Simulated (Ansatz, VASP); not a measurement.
## Rb2Fe in VASP and in Ansatz

INCAR

```
SYSTEM = Rb2Fe
ALGO = Normal
EDIFF = 1E-6
ENCUT = 520
GGA = PE
ISIF = 2
ISMEAR = 0
ISPIN = 2
LASPH = .TRUE.
LCHARG = .FALSE.
LMAXMIX = 4
LORBIT = 11
LREAL = .FALSE.
LWAVE = .FALSE.
MAGMOM = 0 0 4
NBANDS = 24
NELM = 150
PREC = Accurate
SIGMA = 0.1
```

The input KPOINTS:

```
k-points
0
G
  6 6 2
  0 0 0
```

The input POSCAR:

```
Rb2Fe
1.0
    4.6710603300      0.0000000000      0.0000000000
   -2.3355301600      4.0452569000      0.0000000000
    0.0000000000      0.0000000000     10.0073555400
Rb Fe
2 1
Direct
    0.3333333300      0.6666666700      0.7916046000
    0.6666666700      0.3333333300      0.2083954000
    0.0000000000      0.0000000000      0.5000000000
```

Input for Ansatz:

```yaml
crystal:
  lattice:
    - [4.67106033, 0.0, 0.0]
    - [-2.33553016, 4.0452569, 0.0]
    - [0.0, 0.0, 10.00735554]
  atoms:
    - { symbol: Rb, position: [0.33333333, 0.66666667, 0.7916046] }
    - { symbol: Rb, position: [0.66666667, 0.33333333, 0.2083954] }
    - { symbol: Fe, position: [0.0, 0.0, 0.5], spin: 4.0 }
basis:
  ecutwfc: 420
kpoints:
  mp_grid: { grid: [6, 6, 2] }
hamiltonian:
  xc: pbe
scf:
  occupations: { method: gaussian, width: 0.1 }
  lower_state_search: "off"
output:
  forces: true
  stress: true
  eigenvalues: true
  populations: true
magnetization:
  spin_polarized: true
```

Alike in both runs: task single point; functional PBE; k mesh 6 × 6 × 2; occupations gaussian, width 0.1 eV; collinear spin.

|  | VASP | Ansatz |
| --- | --- | --- |
| version | VASP 6.6.1 | Ansatz 0.2.0 |
| potentials or method | VASP PAW PBE potentials, release 64 (Rb_sv, Fe), cutoff 520 eV | scalar-relativistic, plane waves, PAW |
| valence electrons in the cell | 26 | 34 |

Ansatz gave:

| Item | Value |
| --- | --- |
| gap on the k mesh at the Fermi level (eV) | none |
| pressure (GPa) | -0.5 |
| traceless stress, the component that is largest in VASP (GPa) | -0.22 |
| rms of the force components (eV/Å) | 0.128 |
| net moment per atom (μB) | 1.09 |
| size of the moment on the site where the two differ most (μB) | 3.42 |

Problem. Which values does VASP return?

Solution. gap on the k mesh at the Fermi level (eV): none; pressure (GPa): -0.4; traceless stress, the component that is largest in VASP (GPa): -0.33; rms of the force components (eV/Å): 0.123; net moment per atom (μB): 1.10; size of the moment on the site where the two differ most (μB): 3.16.

Site moments also hang on the region over which each program counts them. Atom by atom the forces differ by 0.005 eV/Å (rms over components). A gap of «none» marks a metal or a gap that the smearing closes. VASP's potentials hold 26 valence electrons a cell and Ansatz's 34, so a difference there can come from the potentials and not from the codes.
